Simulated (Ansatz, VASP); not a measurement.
One calculation of PbS, two programs

```
Pb S
1.0
     4.00621    0.00000    0.00000
    -2.00311    3.46948    0.00000
     0.00000    0.00000    3.71084
Pb S
1 1
Direct
  0.00000 0.00000 0.00000
  0.66667 0.33333 0.50000
```

Alike in both runs: task single point; functional PBE0; k mesh 4 × 4 × 4; occupations fermi-dirac, width 0.05 eV; no spin polarisation.

|  | VASP | Ansatz |
| --- | --- | --- |
| version | VASP 6.6.1 | Ansatz 0.2.0 |
| potentials or method | VASP PAW PBE potentials, release 64 (Pb_d, S) | Ansatz PAW |
| plane-wave cutoff (eV) | 520 | 420 |
| valence electrons in the cell | 20 | 20 |

Ansatz gave:

```
gap on the k mesh at the Fermi level (eV)                     : 0.91
least direct gap on the mesh (eV)                             : 1.83
pressure (GPa)                                                : 2.6
traceless stress, the component that is largest in VASP (GPa) : 1.15
```

Task: Which values does VASP return?

Result: gap on the k mesh at the Fermi level (eV): 0.97; least direct gap on the mesh (eV): 1.90; pressure (GPa): 2.3; traceless stress, the component that is largest in VASP (GPa): 1.14.

The functional is the same, so the differences come from potentials, cutoffs and numerics.

The k mesh is coarse, so the values compare programs but aren't converged. Neither program's run includes spin-orbit coupling.
